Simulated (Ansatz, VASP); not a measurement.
# BN in VASP and in Ansatz

```xyz
2
Lattice="0.0000 1.8130 1.8130 1.8130 0.0000 1.8130 1.8130 1.8130 0.0000" Properties=species:S:1:pos:R:3 pbc="T T T"
N     0.9065    0.9065    0.9065
B     0.0000    0.0000    0.0000
```

Alike in both runs: task single point; functional PBE; k mesh 13 × 13 × 13; occupations gaussian, width 0.013 eV; no spin polarisation.

|  | VASP | Ansatz |
| --- | --- | --- |
| version | VASP 6.6.1 | Ansatz 0.2.0 |
| potentials or method | VASP PAW PBE potentials, release 64 (N, B), cutoff 520 eV | all-electron LAPW, scalar-relativistic |

Ansatz gave:

- gap on the k mesh at the Fermi level (eV): 4.53
- least direct gap on the mesh (eV): 8.78
- pressure (GPa): -0.4

Question: Which values does VASP return?

Answer: gap on the k mesh at the Fermi level (eV): 4.52; least direct gap on the mesh (eV): 8.78; pressure (GPa): -0.2.

Ansatz ran all-electron here, and VASP with PAW potentials.
